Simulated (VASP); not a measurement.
# MnO2 (I4_1/amd) in VASP: single point with PBE

Aim: the single point of MnO2 with PBE.

All numbers are computed with VASP 6.6.1; they aren't measurements. Logs are shortened: lines on timing, memory, paths and dates and some standing lists are left out, and cuts for length are marked.

**1. The cell of the first run**

Symmetry: I4_1/amd, No. 141, tetragonal system. The conventional cell has a = 3.222 Å, b = 3.222 Å, c = 11.202 Å, α = 90.00°, β = 90.00°, γ = 90.00°. Within 3.3 Å of Mn (site symmetry -4m2) lie 12 O at 2.46 Å and 8 Mn at 3.22 to 3.23 Å. Within 2.5 Å of O (site symmetry 2mm) lie 3 O at 1.86 to 1.87 Å and 6 Mn at 2.46 Å.

**2. Single point, PBE, collinear spin, ferromagnetic start**

Contents of INCAR:

```
SYSTEM = MnO2
  ALGO = Normal
  EDIFF = 1E-7
  ENCUT = 520
  GGA = PE
  ISIF = 2
  ISMEAR = 0
  ISPIN = 2
  LASPH = .TRUE.
  LCHARG = .FALSE.
  LMAXMIX = 4
  LORBIT = 11
  LREAL = .FALSE.
  LWAVE = .FALSE.
  MAGMOM = 4 4 0 0 0 0
  NBANDS = 38
  NELM = 150
  PREC = Accurate
  SIGMA = 0.1
```

Contents of KPOINTS:

```
k-points
0
G
  8 8 8
  0 0 0
```

Contents of POSCAR:

```
MnO2
1.0
   -1.6108353954      1.6108353954      5.6008348480
    1.6108353954     -1.6108353954      5.6008348480
    1.6108353954      1.6108353954     -5.6008348480
Mn O
2 4
Direct
    0.0000000000      0.0000000000      0.0000000000
    0.7500000000      0.2500000000      0.5000000000
    0.4165000000      0.4165000000      0.0000000000
    0.1665000000      0.6665000000      0.5000000000
    0.3335000000      0.8335000000      0.5000000000
    0.5835000000      0.5835000000      0.0000000000
```

Potentials or basis: VASP PAW PBE potentials, release 64 (Mn_pv, O).

On the command line:

```sh
$ cat potpaw_PBE.64/Mn_pv/POTCAR potpaw_PBE.64/O/POTCAR > POTCAR
$ mpirun -np 1 vasp_std > vasp.out
```

OUTCAR:

```text
SYSTEM = MnO2
   EDIFF = 1E-7
   ENCUT = 520
   GGA = PE
   ISIF = 2
   ISMEAR = 0
   ISPIN = 2
   LASPH = .TRUE.
   LORBIT = 11
   LREAL = .FALSE.
   NELM = 150
   PREC = Accurate

 ion  position               nearest neighbor table
   1  0.000  0.000  0.000-   6 2.46   6 2.46   6 2.46   3 2.46   6 2.46   3 2.46   3 2.46   3 2.46
                             5 2.46   4 2.46   5 2.46   4 2.46
   2  0.750  0.250  0.500-   5 2.46   5 2.46   5 2.46   4 2.46   5 2.46   4 2.46   4 2.46   4 2.46
                             6 2.46   3 2.46   3 2.46   6 2.46
   3  0.416  0.416  0.000-   5 1.86   5 1.86   6 1.87   1 2.46   1 2.46   1 2.46   1 2.46   2 2.46
                             2 2.46
   4  0.166  0.666  0.500-   6 1.86   6 1.86   5 1.87   2 2.46   2 2.46   2 2.46   2 2.46   1 2.46
                             1 2.46
   5  0.334  0.834  0.500-   3 1.86   3 1.86   4 1.87   2 2.46   2 2.46   2 2.46   2 2.46   1 2.46
                             1 2.46
   6  0.584  0.584  0.000-   4 1.86   4 1.86   3 1.87   1 2.46   1 2.46   1 2.46   1 2.46   2 2.46
                             2 2.46

  LATTYP: Found a body centered tetragonal cell.
 ALAT       =     3.2216707908
 C/A-ratio  =     3.4769752788

  Lattice vectors:

 A1 = (  -1.6108353954,   1.6108353954,   5.6008348480)
 A2 = (   1.6108353954,  -1.6108353954,   5.6008348480)
 A3 = (   1.6108353954,   1.6108353954,  -5.6008348480)

Analysis of symmetry for initial positions (statically):
=====================================================================
 Subroutine PRICEL returns:
 Original cell was already a primitive cell.

 Routine SETGRP: Setting up the symmetry group for a
 body centered tetragonal supercell.

 Subroutine GETGRP returns: Found 16 space group operations
 (whereof  8 operations were pure point group operations)
 out of a pool of 16 trial point group operations.

The static configuration has the point symmetry D_2d.
 The point group associated with its full space group is D_4h.

Analysis of symmetry for dynamics (positions and initial velocities):
=====================================================================
 Subroutine PRICEL returns:
 Original cell was already a primitive cell.

 Routine SETGRP: Setting up the symmetry group for a
 body centered tetragonal supercell.

 Subroutine GETGRP returns: Found 16 space group operations
 (whereof  8 operations were pure point group operations)
 out of a pool of 16 trial point group operations.

The dynamic configuration has the point symmetry D_2d.
 The point group associated with its full space group is D_4h.

Analysis of structural, dynamic, and magnetic symmetry:
=====================================================================
 Subroutine PRICEL returns:
 Original cell was already a primitive cell.

 Routine SETGRP: Setting up the symmetry group for a
 body centered tetragonal supercell.

 Subroutine GETGRP returns: Found 16 space group operations
 (whereof  8 operations were pure point group operations)
 out of a pool of 16 trial point group operations.

The overall configuration has the point symmetry D_2d.
 The point group associated with its full space group is D_4h.

 Subroutine INISYM returns: Found 16 space group operations
 (whereof  8 operations are pure point group operations),
 and found     1 'primitive' translations

----------------------------------------------------------------------------------------

                                     Primitive cell

  volume of cell :      58.1320

  direct lattice vectors                    reciprocal lattice vectors
    -1.610835395  1.610835395  5.600834848     0.000000000  0.310397947  0.089272406
     1.610835395 -1.610835395  5.600834848     0.310397947  0.000000000  0.089272406
     1.610835395  1.610835395 -5.600834848     0.310397947  0.310397947  0.000000000

  length of vectors
     6.046398295  6.046398295  6.046398295     0.322980569  0.322980569  0.438968987

  position of ions in fractional coordinates (direct lattice)
     0.000000000  0.000000000  0.000000000
     0.750000000  0.250000000  0.500000000
     0.416500000  0.416500000  0.000000000
[... 64 lines left out ...]
  0.375000  0.125000  0.125000      8.000000
 [... further k-points ...]
   k-points           NKPTS =     59   k-points in BZ     NKDIM =     59   number of bands    NBANDS=     38
   number of dos      NEDOS =    301   number of ions     NIONS =      6
   total plane-waves  NPLWV = 110592
   dimension x,y,z NGX =    48 NGY =   48 NGZ =   48
   dimension x,y,z NGXF=    96 NGYF=   96 NGZF=   96
   ions per type =               2   4
   NGX,Y,Z   is equivalent  to a cutoff of  13.20, 13.20, 13.20 a.u.
   NGXF,Y,Z  is equivalent  to a cutoff of  26.40, 26.40, 26.40 a.u.
 SYSTEM =  MnO2
   PREC   = accura    normal or accurate (medium, high low for compatibility)
   ISTART =      0    job   : 0-new  1-cont  2-samecut
   ICHARG =      2    charge: 1-file 2-atom 10-const
   ISPIN  =      2    spin polarized calculation?
   LNONCOLLINEAR =      F non collinear calculations
   LSORBIT =      F    spin-orbit coupling
   LASPH  =      T    aspherical Exc in radial PAW
   ENCUT  =  520.0 eV  38.22 Ry    6.18 a.u.  11.24 11.24 11.24*2*pi/ulx,y,z
   NELM   =    150;   NELMIN=  2; NELMDL= -5     # of ELM steps
   EDIFF  = 0.1E-06   stopping-criterion for ELM
   LREAL  =      F    real-space projection
   EDIFFG = 0.1E-05   stopping-criterion for IOM
   NSW    =      0    number of steps for IOM
   IBRION =     -1    ionic relax: 0-MD 1-quasi-New 2-CG
   NFREE  =      0    steps in history (QN), initial steepest desc. (CG)
   ISIF   =      2    stress and relaxation
   ISYM   =      2    0-nonsym 1-usesym 2-fastsym
   POTIM  = 0.5000    time-step for ionic-motion
   TEBEG  =    0.0;   TEEND  =   0.0 temperature during run
   PSTRESS=    0.0 pullay stress
   NELECT =      50.0000    total number of electrons
   NUPDOWN=      -1.0000    fix difference up-down
   EMIN   =  10.00;   EMAX   =-10.00  energy-range for DOS
   EFERMI =   0.00;   METHOD = LEGACY
   ISMEAR =     0;   SIGMA  =   0.10  broadening in eV -4-tet -1-fermi 0-gaus
   EFERMI_NEDOS =   21; number of points for ismear=-14 and -15
   IALGO  =     38    algorithm
   IMIX   =      4    mixing-type and parameters
     AMIX     =   0.40;   BMIX     =  1.00
     AMIX_MAG =   1.60;   BMIX_MAG =  1.00
  volume/ion in A,a.u.               =       9.69        65.38
  Fermi-wavevector in a.u.,A,eV,Ry     =   1.556897  2.942108 32.979534  2.423927
  Thomas-Fermi vector in A             =   2.660626
   LORBIT       =     11    0 simple, 1 ext, 2 COOP (PROOUT), +10 PAW based schemes
   GGA     = PE    functional components
   LHFCALC =     F    Hartree Fock is set to
   AEXX    =    0.0000 exact exchange contribution
   IVDW    =     0    specifies the selected vdW correction
   LEPSILON=     F    determine dielectric tensor
   LRPA    =     F    only Hartree local field effects (RPA)
 spin polarized calculation
 Gauss-broadening in eV      SIGMA  =   0.10
  energy-cutoff  :      520.00
  volume of cell :       58.13
 maximum number of plane-waves:      1592
 NGX is ok and might be reduce to    48
   NGX = 23   NGY = 23   NGZ = 23

 number of electron      50.0000008 magnetization      11.2317953

 number of electron      50.0000008 magnetization       9.0946316

 Free energy of the ion-electron system (eV)
  ---------------------------------------------------
  ext. energy  EPLUGINS =         0.00000000
  ---------------------------------------------------
  free energy    TOTEN  =       -35.12962917 eV

  energy without entropy =      -35.12005754  energy(sigma->0) =      -35.12484335

 E-fermi :   7.0645     XC(G=0): -12.0311

 val. band max:        7.0630895517   @ k =   0.2500   0.0000   0.0000
 cond. band min:       7.0796494663   @ k =   0.1250   0.0000   0.0000
 fundamental gap:      0.0165599146
 Fermi energy:         7.0644608320

 spin component 1

 k-point     1 :       0.0000    0.0000    0.0000
  band No.  band energies     occupation
      1     -43.6202      1.00000
      2     -43.5879      1.00000
      3     -43.5596      1.00000
      4     -43.5596      1.00000
      5     -43.5574      1.00000
      6     -43.5574      1.00000
[... 949 lines left out ...]
     36      14.3881      0.00000
     37      16.1617      0.00000

 [... further k-points ...]

 spin component 2

 k-point     1 :       0.0000    0.0000    0.0000
  band No.  band energies     occupation
      1     -38.9417      1.00000
      2     -38.9008      1.00000
      3     -38.8656      1.00000
      4     -38.8656      1.00000
      5     -38.8633      1.00000
      6     -38.8633      1.00000
[... 949 lines left out ...]
     36      15.5790      0.00000
     37      17.4912      0.00000

 [... further k-points ...]

 [bands above 37 left out]

------------------------ aborting loop because EDIFF is reached ----------------------------------------

  FORCE on cell =-STRESS in cart. coord.  units (eV):
  Direction    XX          YY          ZZ          XY          YZ          ZX
  --------------------------------------------------------------------------------------
  -------------------------------------------------------------------------------------
  Total        3.0982477      3.0982477     14.8298110      0.0000000      0.0000000      0.0000000
  in kB       85.3909086     85.3909086    408.7249148      0.0000000      0.0000000      0.0000000
  external PRESSURE =     193.1689107 kB  Pullay stress =       0.0000000 kB

 VOLUME and BASIS-vectors are now :
 -----------------------------------------------------------------------------
  energy-cutoff  :      520.00
  volume of cell :       58.13
      direct lattice vectors                 reciprocal lattice vectors
    -1.610835395  1.610835395  5.600834848     0.000000000  0.310397947  0.089272406
     1.610835395 -1.610835395  5.600834848     0.310397947  0.000000000  0.089272406
     1.610835395  1.610835395 -5.600834848     0.310397947  0.310397947  0.000000000

 POSITION                                       TOTAL-FORCE (eV/Angst)
 -----------------------------------------------------------------------------------
      0.00000      0.00000      0.00000        -0.000000     -0.000000     -0.000000
      0.00000      1.61084      2.80042        -0.000000     -0.000000     -0.000000
      0.00000      0.00000      4.66550        -0.000000     -0.000000     -0.101669
      1.61084      0.00000      1.86508         0.000000      0.000000     -0.101669
      1.61084      0.00000      3.73576        -0.000000     -0.000000      0.101669
      0.00000      0.00000      6.53617         0.000000      0.000000      0.101669
 -----------------------------------------------------------------------------------
    total drift:                                0.000000     -0.000000      0.000000

  FREE ENERGIE OF THE ION-ELECTRON SYSTEM (eV)
  ---------------------------------------------------
  free  energy   TOTEN  =       -35.1296291701 eV

  energy  without entropy=      -35.1200575388  energy(sigma->0) =      -35.12484335

 total charge

# of ion       s       p       d       tot
------------------------------------------
    1        0.158   6.111   4.960  11.228
    2        0.158   6.111   4.960  11.228
    3        1.650   3.184   0.000   4.834
    4        1.650   3.184   0.000   4.834
    5        1.650   3.184   0.000   4.834
    6        1.650   3.184   0.000   4.834
--------------------------------------------------
tot          6.916  24.958   9.920  41.795

 magnetization (x)

# of ion       s       p       d       tot
------------------------------------------
    1        0.033   0.019   4.312   4.363
    2        0.033   0.019   4.312   4.363
    3        0.008  -0.017   0.000  -0.009
    4        0.008  -0.017   0.000  -0.009
    5        0.008  -0.017   0.000  -0.009
    6        0.008  -0.017   0.000  -0.009
--------------------------------------------------
tot          0.098  -0.030   8.623   8.691
```

Wall time 10 min (1 thread of Intel Xeon Platinum 8488C (Sapphire Rapids), shared host); peak memory 0.51 GiB.

What came out:

```yaml
Free_energy: -35.1296 eV
Pressure: 19.3 GPa
Largest_force: 0.102 eV/Å
Net_moment: 9.09 μB per cell
Site_moments: Mn +4.36; O -0.01 μB
Valence_electrons_inside_the_program's_atomic_spheres: Mn 11.23; O 4.83
```

Forces on the atoms (eV/Å):
```
Mn   0.000  0.000  0.000
Mn   0.000  0.000  0.000
O    0.000  0.000 -0.102
O    0.000  0.000 -0.102
O    0.000  0.000  0.102
O    0.000  0.000  0.102
```

Stress tensor (GPa, compression positive):
```
 8.54  0.00  0.00
 0.00  8.54  0.00
 0.00  0.00 40.87
```

Caveat: semilocal functionals often make such compounds metallic where correlation or magnetic order opens a gap, which also shifts bond lengths; only a ferromagnetic start was run, and an antiferromagnetic order may lie lower in energy.
